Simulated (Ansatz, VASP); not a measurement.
Ti in VASP and in Ansatz

INCAR

```
SYSTEM = Ti
PREC = Accurate ; ENCUT = 520
EDIFF = 1E-6 ; ISMEAR = 0
SIGMA = 0.15 ; LREAL = .FALSE.
LASPH = .TRUE. ; NELM = 80
ALGO = Fast ; ISIF = 2
LWAVE = .FALSE. ; LCHARG = .TRUE.
GGA = PS ; LELF = .TRUE.
LVHAR = .TRUE. ; NBANDS = 12
```

The input KPOINTS:

```
regular mesh
0
G
  20 20 20
  0 0 0
```

Contents of POSCAR:

```
Ti
1.0
    0.0000000000      2.0300000000      1.9538750000
    2.0300000000      0.0000000000      1.9538750000
    2.0300000000      2.0300000000      0.0000000000
Ti
1
Direct
    0.0000000000      0.0000000000      0.0000000000
```

Input for Ansatz:

```yaml
crystal:
  lattice:
    - [0.0, 2.03, 1.953875]
    - [2.03, 0.0, 1.953875]
    - [2.03, 2.03, 0.0]
  atoms:
    - { symbol: Ti, position: [0.0, 0.0, 0.0] }
basis:
  ecutwfc: 420
kpoints:
  mp_grid: { grid: [20, 20, 20] }
hamiltonian:
  xc: pbesol
scf:
  occupations: { method: gaussian, width: 0.15 }
output:
  forces: true
  stress: true
  eigenvalues: true
```

Change from the starting cell: strain -0.0375 x Voigt [0, 0, 1, 0, 0, 0], atoms carried along.

Alike in both runs: task single point; functional PBEsol; k mesh 20 × 20 × 20; occupations gaussian, width 0.15 eV; no spin polarisation.

|  | VASP | Ansatz |
| --- | --- | --- |
| version | VASP 6.6.1 | Ansatz 0.2.0 |
| potentials or method | VASP PAW PBE potentials, release 64 (Ti_sv), cutoff 520 eV | scalar-relativistic, plane waves, PAW |
| valence electrons in the cell | 12 | 12 |

```tsv
	VASP	Ansatz	Ansatz less VASP
gap on the k mesh at the Fermi level (eV)	none	none	-
pressure (GPa)	3.8	4.3	+0.52
traceless stress, the component that is largest in VASP (GPa)	0.87	0.86	-0.006
```

VASP's potentials were made for PBE, not for PBEsol. A gap of «none» marks a metal or a gap that the smearing closes.
